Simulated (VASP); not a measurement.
Input of a VASP 6.6.1 run:

Contents of INCAR:

```
SYSTEM = Si9N8O6
PREC     = Accurate       ! precision mode
ENCUT    = 520            ! plane-wave cutoff, eV
EDIFF    = 1E-7           ! SCF threshold, eV
ISMEAR   = -1             ! smearing method
SIGMA    = 0.05           ! smearing width, eV
LREAL    = Auto         
LASPH    = .True.         ! aspherical terms in the spheres
NELM     = 60             ! most SCF steps
ALGO     = Normal         ! electronic algorithm
ISIF     = 2              ! what is computed and relaxed
LWAVE    = .False.        ! write WAVECAR
LCHARG   = .False.        ! write CHGCAR
GGA      = PE             ! functional
NBANDS   = 73             ! bands
ISYM     = 0
```

File KPOINTS:

```
Automatic mesh
0
Gamma
  1 1 1
  0 0 0
```

The input POSCAR:

```
Si9N8O6
1.0
    6.9494310000     -0.1483230000     -0.0508250000
   -0.1483230000      6.7490330000     -0.1619310000
   -0.0508250000     -0.1619310000      6.6115700000
Si N O
9 8 6
Direct
    0.7393592863      0.4094644542      0.7105626839
    0.2200018403      0.4716460335      0.7170418989
    0.0313509111      0.0788333540      0.6050407050
    0.5935787502      0.6157393736      0.9461929515
    0.2829037167      0.4756087351      0.2269974272
    0.5157867964      0.7466403610      0.5396520167
    0.4741745268      0.2236868105      0.4820119501
    0.9693656268      0.6502749312      0.4378516264
    0.7904509316      0.9637626811      0.2192235314
    0.1091684919      0.9303178732      0.8501202879
    0.3603700780      0.5165221814      0.9739276394
    0.7132292550      0.7412197718      0.1424211399
    0.9868236391      0.5482672217      0.6715819043
    0.2430523674      0.2234958141      0.6196180389
    0.3262963758      0.5961946586      0.4864489691
    0.9610629346      0.9088871745      0.4154781743
    0.1478987489      0.9070463492      0.0074041228
    0.0449370175      0.5375093141      0.2380267236
    0.5190526921      0.9708833808      0.4357999643
    0.4127297792      0.2812649972      0.2552101110
    0.5099548124      0.7815270377      0.7844436205
    0.8673139964      0.1895514903      0.7268259273
    0.7160817912      0.5966374048      0.4827928841
```

Potentials or basis: VASP PAW PBE potentials, release 64 (Si, N, O).

Launch:

```bash
$ cat potpaw_PBE.64/Si/POTCAR potpaw_PBE.64/N/POTCAR potpaw_PBE.64/O/POTCAR > POTCAR
$ mpirun -np 1 vasp_gam > vasp.out
```

(1) What does it give for the largest force?

(2) What does it give for the pressure?

Results:

(1) 4.973 eV/Å.

(2) -1.3 GPa.

Caveat: the k points lie up to 0.95 Å⁻¹ apart; the standard files for N, O and F lose accuracy on very short bonds; the atoms stand as in a frame of molecular dynamics.
